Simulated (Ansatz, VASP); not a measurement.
## One calculation of Pd, two programs

```
CELL_PARAMETERS angstrom
-1.54175 1.54175 1.54175
1.54175 -1.54175 1.54175
1.54175 1.54175 -1.54175
ATOMIC_POSITIONS crystal
Pd 0.00000 0.00000 0.00000
```

Alike in both runs: task single point; functional PBEsol; k mesh 6 × 6 × 6; occupations gaussian, width 0.1 eV; no spin polarisation.

|  | VASP | Ansatz |
| --- | --- | --- |
| version | VASP 6.6.1 | Ansatz 0.2.0 |
| potentials or method | VASP PAW PBE potentials, release 64 (Pd), cutoff 500 eV | scalar-relativistic, plane waves, PAW |
| valence electrons in the cell | 10 | 18 |

Ansatz gave:

| Quantity | Value |
| --- | --- |
| gap on the k mesh at the Fermi level (eV) | none |
| pressure (GPa) | -0.5 |

**Question.** Estimate VASP's values.

**Answer.** gap on the k mesh at the Fermi level (eV): none; pressure (GPa): -0.8.

VASP's potentials were made for PBE, not for PBEsol, and Ansatz warns of the same on its side. A gap of «none» marks a metal or a gap that the smearing closes. VASP's potentials hold 10 valence electrons a cell and Ansatz's 18, so a difference there can come from the potentials and not from the codes.

The k mesh is coarse, so the values compare programs but aren't converged.
